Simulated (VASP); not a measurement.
Input of a VASP 6.6.1 run:

File INCAR:

```
SYSTEM = Ir
PREC = Accurate ; ENCUT = 560
EDIFF = 1E-6 ; ISMEAR = -1
SIGMA = 0.05 ; LREAL = .False.
LASPH = .True. ; NELM = 120
ALGO = Normal ; ISIF = 2
LWAVE = .False. ; LCHARG = .False.
GGA = PE ; NBANDS = 24
GGA_COMPAT = .False.
```

KPOINTS

```
Automatic mesh
0
Gamma
  18 18 10
  0 0 0
```

The input POSCAR:

```
Ir
1.0
    2.4119271252      0.0000000000      0.0000000000
   -1.2059635626      2.0887901625      0.0000000000
    0.0000000000      0.0000000000      3.9317877774
Ir
2
Direct
    0.3333333333      0.6666666667      0.2500000000
    0.6666666667      0.3333333333      0.7500000000
```

Potentials or basis: VASP PAW PBE potentials, release 64 (Ir_sv_GW).

Command:

```sh
$ cat potpaw_PBE.64/Ir_sv_GW/POTCAR > POTCAR
$ mpirun -np 1 vasp_std > vasp.out
```

Task: Estimate the band gap on the k mesh.

Result: Zero (bands 17 and 18 overlap by 6.01 eV).

Task: Predict the pressure.

Result: 339.9 GPa.

Stress tensor (GPa, compression positive):
```
339.92   0.00   0.00
  0.00 339.92   0.00
  0.00   0.00 339.75
```

Caveat: the cell stands under pressure; spin-orbit coupling is left out, which moves the levels of the heavy elements.
